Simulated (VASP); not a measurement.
# Si2W (I4/mmm) in VASP: notebook

The runs below take Si2W through single point, with LDA.

All numbers are computed with VASP 6.6.1; they aren't measurements. Logs are shortened: lines on timing, memory, paths and dates and some standing lists are left out, and cuts for length are marked.

## (1) The cell of the first run

The structure is tetragonal, space group I4/mmm (No. 139). Conventional cell: a = 3.141 Å, b = 3.141 Å, c = 7.995 Å, α = 90.00°, β = 90.00°, γ = 90.00°. Within 3.3 Å of Si (site symmetry 4mm) lie 9 Si at 2.47 to 3.14 Å and 5 W at 2.54 to 2.76 Å. W (site symmetry 4/mmm) has 10 Si at 2.54 to 2.76 Å and 4 W at 3.14 Å within 3.4 Å.

## (2) Single point, LDA

INCAR reads:

```
ALGO = Normal ; EDIFF = 1E-6
ENCUT = 520 ; GGA = CA
ISIF = 2 ; ISMEAR = 0
LASPH = True ; LCHARG = True
LELF = True ; LREAL = False
LVHAR = True ; LWAVE = False
NBANDS = 18 ; NELM = 100
PREC = Accurate ; SIGMA = 0.15
```

KPOINTS reads:

```
k-points
0
Gamma
  18 18 18
```

POSCAR reads:

```
Si2W
1.0
   -1.5704948423      1.5704948423      3.9976946210
    1.5704948423     -1.5704948423      3.9976946210
    1.5704948423      1.5704948423     -3.9976946210
Si W
2 1
Direct
    0.3453817857      0.3453817857      0.0000000000
    0.6546182143      0.6546182143      0.0000000000
    0.0000000000      0.0000000000      0.0000000000
```

Potentials or basis: VASP PAW LDA potentials, release 64 (Si, W_sv).

On the command line:

```bash
> cat potpaw_LDA.64/Si/POTCAR potpaw_LDA.64/W_sv/POTCAR > POTCAR
> mpirun -np 1 vasp_std > vasp.out
```

OUTCAR:

```text
EDIFF = 1E-6
   ENCUT = 520
   GGA = CA
   ISIF = 2
   ISMEAR = 0
   LASPH = True
   LREAL = False
   NELM = 100
   PREC = Accurate

 ion  position               nearest neighbor table
   1  0.345  0.345  0.000-   2 2.47   3 2.54   3 2.54   3 2.54   3 2.54   2 2.69   2 2.69   2 2.69
                             2 2.69   3 2.76
   2  0.655  0.655  0.000-   1 2.47   3 2.54   3 2.54   3 2.54   3 2.54   1 2.69   1 2.69   1 2.69
                             1 2.69   3 2.76
   3  0.000  0.000  0.000-   2 2.54   2 2.54   2 2.54   1 2.54   2 2.54   1 2.54   1 2.54   1 2.54
                             1 2.76   2 2.76

  LATTYP: Found a body centered tetragonal cell.
 ALAT       =     3.1409896846
 C/A-ratio  =     2.5455000000

  Lattice vectors:

 A1 = (  -1.5704948423,   1.5704948423,   3.9976946210)
 A2 = (   1.5704948423,  -1.5704948423,   3.9976946210)
 A3 = (   1.5704948423,   1.5704948423,  -3.9976946210)

Analysis of symmetry for initial positions (statically):
=====================================================================
 Subroutine PRICEL returns:
 Original cell was already a primitive cell.

 Routine SETGRP: Setting up the symmetry group for a
 body centered tetragonal supercell.

 Subroutine GETGRP returns: Found 16 space group operations
 (whereof 16 operations were pure point group operations)
 out of a pool of 16 trial point group operations.

The static configuration has the point symmetry D_4h.

Analysis of symmetry for dynamics (positions and initial velocities):
=====================================================================
 Subroutine PRICEL returns:
 Original cell was already a primitive cell.

 Routine SETGRP: Setting up the symmetry group for a
 body centered tetragonal supercell.

 Subroutine GETGRP returns: Found 16 space group operations
 (whereof 16 operations were pure point group operations)
 out of a pool of 16 trial point group operations.

The dynamic configuration has the point symmetry D_4h.

 Subroutine INISYM returns: Found 16 space group operations
 (whereof 16 operations are pure point group operations),
 and found     1 'primitive' translations

----------------------------------------------------------------------------------------

                                     Primitive cell

  volume of cell :      39.4405

  direct lattice vectors                    reciprocal lattice vectors
    -1.570494842  1.570494842  3.997694621     0.000000000  0.318370991  0.125072085
     1.570494842 -1.570494842  3.997694621     0.318370991  0.000000000  0.125072085
     1.570494842  1.570494842 -3.997694621     0.318370991  0.318370991  0.000000000

  length of vectors
     4.573234127  4.573234127  4.573234127     0.342057180  0.342057180  0.450244574

  position of ions in fractional coordinates (direct lattice)
     0.345381786  0.345381786  0.000000000
     0.654618214  0.654618214  0.000000000
     0.000000000  0.000000000  0.000000000

  ion indices of the primitive-cell ions
   primitive index   ion index
                 1           1
                 2           2
                 3           3

----------------------------------------------------------------------------------------

 KPOINTS: k-points

Automatic generation of k-mesh.
 Grid dimensions read from file:
 generate k-points for:   18   18   18

 Generating k-lattice:

  Cartesian coordinates                     Fractional coordinates (reciprocal lattice)
     0.000000000  0.017687277  0.006948449     0.055555556 -0.000000000  0.000000000
     0.017687277  0.000000000  0.006948449    -0.000000000  0.055555556  0.000000000
     0.017687277  0.017687277  0.000000000     0.000000000  0.000000000  0.055555556

  Length of vectors
     0.019003177  0.019003177  0.025013587

  Shift w.r.t. Gamma in fractional coordinates (k-lattice)
     0.000000000  0.000000000  0.000000000

 Subroutine IBZKPT returns following result:
 ===========================================

 Found    480 irreducible k-points:

 Following reciprocal coordinates:
            Coordinates               Weight
  0.000000  0.000000  0.000000      1.000000
  0.055556 -0.000000  0.000000      8.000000
  0.111111 -0.000000  0.000000      8.000000
  0.166667 -0.000000  0.000000      8.000000
  0.222222  0.000000  0.000000      8.000000
  0.277778  0.000000  0.000000      8.000000
[... 16 lines left out ...]
 -0.277778  0.055556  0.000000     16.000000
 -0.222222  0.055556  0.000000     16.000000
 [... further k-points ...]
   k-points           NKPTS =    480   k-points in BZ     NKDIM =    480   number of bands    NBANDS=     18
   number of dos      NEDOS =    301   number of ions     NIONS =      3
   total plane-waves  NPLWV =  46656
   dimension x,y,z NGX =    36 NGY =   36 NGZ =   36
   dimension x,y,z NGXF=    72 NGYF=   72 NGZF=   72
   ions per type =               2   1
   NGX,Y,Z   is equivalent  to a cutoff of  13.09, 13.09, 13.09 a.u.
   NGXF,Y,Z  is equivalent  to a cutoff of  26.17, 26.17, 26.17 a.u.
 SYSTEM =  unknown system
   PREC   = accura    normal or accurate (medium, high low for compatibility)
   ISTART =      0    job   : 0-new  1-cont  2-samecut
   ICHARG =      2    charge: 1-file 2-atom 10-const
   ISPIN  =      1    spin polarized calculation?
   LNONCOLLINEAR =      F non collinear calculations
   LSORBIT =      F    spin-orbit coupling
   LASPH  =      T    aspherical Exc in radial PAW
   ENCUT  =  520.0 eV  38.22 Ry    6.18 a.u.   8.50  8.50  8.50*2*pi/ulx,y,z
   NELM   =    100;   NELMIN=  2; NELMDL= -5     # of ELM steps
   EDIFF  = 0.1E-05   stopping-criterion for ELM
   LREAL  =      F    real-space projection
   EDIFFG = 0.1E-04   stopping-criterion for IOM
   NSW    =      0    number of steps for IOM
   IBRION =     -1    ionic relax: 0-MD 1-quasi-New 2-CG
   NFREE  =      0    steps in history (QN), initial steepest desc. (CG)
   ISIF   =      2    stress and relaxation
   ISYM   =      2    0-nonsym 1-usesym 2-fastsym
   POTIM  = 0.5000    time-step for ionic-motion
   TEBEG  =    0.0;   TEEND  =   0.0 temperature during run
   PSTRESS=    0.0 pullay stress
   NELECT =      22.0000    total number of electrons
   NUPDOWN=      -1.0000    fix difference up-down
   EMIN   =  10.00;   EMAX   =-10.00  energy-range for DOS
   EFERMI =   0.00;   METHOD = LEGACY
   ISMEAR =     0;   SIGMA  =   0.15  broadening in eV -4-tet -1-fermi 0-gaus
   EFERMI_NEDOS =   21; number of points for ismear=-14 and -15
   IALGO  =     38    algorithm
   IMIX   =      4    mixing-type and parameters
     AMIX     =   0.40;   BMIX     =  1.00
     AMIX_MAG =   1.60;   BMIX_MAG =  1.00
  volume/ion in A,a.u.               =      13.15        88.72
  Fermi-wavevector in a.u.,A,eV,Ry     =   1.347622  2.546637 24.709347  1.816086
  Thomas-Fermi vector in A             =   2.475358
   LORBIT       =      0    0 simple, 1 ext, 2 COOP (PROOUT), +10 PAW based schemes
   GGA     = CA    functional components
   LHFCALC =     F    Hartree Fock is set to
   AEXX    =    0.0000 exact exchange contribution
   IVDW    =     0    specifies the selected vdW correction
   LEPSILON=     F    determine dielectric tensor
   LRPA    =     F    only Hartree local field effects (RPA)
 non-spin polarized calculation
 Gauss-broadening in eV      SIGMA  =   0.15
  energy-cutoff  :      520.00
  volume of cell :       39.44
 maximum number of plane-waves:      1086
 NGX is ok and might be reduce to    36
   NGX = 17   NGY = 17   NGZ = 17

 number of electron      22.0000001 magnetization

 Free energy of the ion-electron system (eV)
  ---------------------------------------------------
  ext. energy  EPLUGINS =         0.00000000
  ---------------------------------------------------
  free energy    TOTEN  =       -27.15867648 eV

  energy without entropy =      -27.15624754  energy(sigma->0) =      -27.15746201

 E-fermi :  12.3045     XC(G=0): -12.7517

 val. band max:       12.2969652847   @ k =  -0.4444   0.5000   0.3333
 cond. band min:      12.3068795394   @ k =   0.5000   0.5000   0.3333
 fundamental gap:      0.0099142547
 Fermi energy:        12.3045159676

 k-point     1 :       0.0000    0.0000    0.0000
  band No.  band energies     occupation
      1     -61.0638      2.00000
      2     -25.6010      2.00000
      3     -25.5990      2.00000
      4     -25.5990      2.00000
      5      -1.9016      2.00000
      6       4.8908      2.00000
[... 10 lines left out ...]
     17      18.2814      0.00000
     18      18.2814      0.00000

 k-point     2 :       0.0556   -0.0000    0.0000
  band No.  band energies     occupation
      1     -61.0635      2.00000
      2     -25.6081      2.00000
      3     -25.6002      2.00000
      4     -25.5982      2.00000
      5      -1.8385      2.00000
      6       4.9016      2.00000
[... 10 lines left out ...]
     17      18.2789      0.00000
     18      18.5915      0.00000

 k-point     3 :       0.1111   -0.0000    0.0000
  band No.  band energies     occupation
      1     -61.0625      2.00000
      2     -25.6340      2.00000
      3     -25.5979      2.00000
      4     -25.5958      2.00000
      5      -1.6508      2.00000
      6       4.9260      2.00000
[... 10 lines left out ...]
     17      18.3024      0.00000
     18      19.2970      0.00000

 k-point     4 :       0.1667   -0.0000    0.0000
  band No.  band energies     occupation
      1     -61.0610      2.00000
      2     -25.6736      2.00000
      3     -25.5943      2.00000
      4     -25.5921      2.00000
      5      -1.3433      2.00000
      6       4.9371      2.00000
[... 375 lines left out ...]
      4     -25.5794      2.00000
      5       0.1754      2.00000
      6       4.5145      2.00000
[... 10 lines left out ...]
     17      19.9831      0.00000
     18      20.8088      0.00000

 k-point    23 :      -0.2778    0.0556    0.0000
  band No.  band energies     occupation
      1     -61.0569      2.00000
      2     -25.7713      2.00000
      3     -25.5913      2.00000
      4     -25.5838      2.00000
      5      -0.4223      2.00000
      6       4.9487      2.00000
[... 10 lines left out ...]
     17      19.3961      0.00000
     18      21.0691      0.00000

 k-point    24 :      -0.2222    0.0556    0.0000
  band No.  band energies     occupation
      1     -61.0588      2.00000
      2     -25.7206      2.00000
      3     -25.5963      2.00000
      4     -25.5884      2.00000
      5      -0.9287      2.00000
      6       5.1624      2.00000
[... 10 lines left out ...]
     17      18.7658      0.00000
     18      21.1958      0.00000

 [... further k-points ...]
[... 5 lines left out ...]
  --------------------------------------------------------------------------------------
  -------------------------------------------------------------------------------------
  Total        2.1747363      2.1747363     -1.3009927      0.0000000      0.0000000      0.0000000
  in kB       88.3434888     88.3434888    -52.8497357      0.0000000      0.0000000      0.0000000
  external PRESSURE =      41.2790806 kB  Pullay stress =       0.0000000 kB

 VOLUME and BASIS-vectors are now :
 -----------------------------------------------------------------------------
  energy-cutoff  :      520.00
  volume of cell :       39.44
      direct lattice vectors                 reciprocal lattice vectors
    -1.570494842  1.570494842  3.997694621     0.000000000  0.318370991  0.125072085
     1.570494842 -1.570494842  3.997694621     0.318370991  0.000000000  0.125072085
     1.570494842  1.570494842 -3.997694621     0.318370991  0.318370991  0.000000000

 POSITION                                       TOTAL-FORCE (eV/Angst)
 -----------------------------------------------------------------------------------
      0.00000      0.00000      2.76146         0.000000      0.000000     -1.683995
      0.00000      0.00000      5.23393        -0.000000     -0.000000      1.683995
      0.00000      0.00000      0.00000         0.000000      0.000000      0.000000
 -----------------------------------------------------------------------------------
    total drift:                                0.000000     -0.000000     -0.000000

  FREE ENERGIE OF THE ION-ELECTRON SYSTEM (eV)
  ---------------------------------------------------
  free  energy   TOTEN  =       -27.1586764830 eV

  energy  without entropy=      -27.1562475411  energy(sigma->0) =      -27.15746201
```

Run time: 2.4 min. Hardware: 1 thread of Intel Xeon 6975P-C (Granite Rapids), shared host; peak memory 0.42 GiB.

What came out:

- Free energy: -27.1587 eV
- Pressure: 4.1 GPa
- Largest force: 1.684 eV/Å
- Band gap on the k mesh: zero (bands 11 and 12 overlap by 0.93 eV)

Forces on the atoms (eV/Å):
```
Si   0.000  0.000 -1.684
Si   0.000  0.000  1.684
W    0.000  0.000  0.000
```

Stress tensor (GPa, compression positive):
```
 8.83  0.00  0.00
 0.00  8.83  0.00
 0.00  0.00 -5.28
```

Levels at points of the mesh, in eV from the Fermi level:
| k point | band 9 | band 10 | band 11 | band 12 | band 13 | band 14 |
| --- | --- | --- | --- | --- | --- | --- |
| (0.00, 0.00, 0.00) | -2.54 | -2.54 | 0.54 | 2.84 | 2.84 | 3.33 |
| (0.50, 0.00, 0.00) | -3.13 | -2.89 | -0.36 | 2.84 | 3.03 | 3.49 |
| (0.50, 0.50, 0.00) | -4.70 | -3.80 | -2.12 | 2.94 | 3.12 | 3.13 |
| (0.50, 0.50, 0.50) | -0.69 | -0.69 | -0.29 | -0.29 | 0.66 | 4.05 |

Caveat: the cell stands under pressure; spin-orbit coupling is left out, which moves the levels of the heavy elements; forces of over 1 eV/Å act on the atoms, so gaps and moduli don't describe the material at rest.

[end of part 1 of 3]
